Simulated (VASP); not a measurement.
P, 2 atoms in the cell. The typed cell holds 2 atoms: a = 3.710 Å, b = 3.710 Å, c = 3.710 Å, α = 55.44°, β = 55.44°, γ = 55.44°.  This cell differs from its parent crystal: one atom moved.

* Program: VASP 6.6.1
* Task: single point
* Functional: PBE
* Potentials or basis: VASP PAW PBE potentials, release 64 (P)
* Cutoff: 520 eV
* k mesh: 12 × 12 × 12
* Occupations: gaussian, width 0.1 eV
* Spin: no spin polarisation
* Dipole correction: no
* Further INCAR settings: ALGO = Fast; EDIFF = 1e-06; NBANDS = 12

Potentials or basis: VASP PAW PBE potentials, release 64 (P).

Launch:

```console
$ cat potpaw_PBE.64/P/POTCAR > POTCAR
$ mpirun -np 1 vasp_std > vasp.out
```

Hardware: 1 thread of Oxide Virtual Turin-like Processor, with other jobs on the host.

Problem. Estimate the wall time of this run.

Solution. Wall time 7.5 min on 1 thread of Oxide Virtual Turin-like Processor, on a shared host, peak memory 0.32 GiB. Counts: scf iterations 12, k points 868.
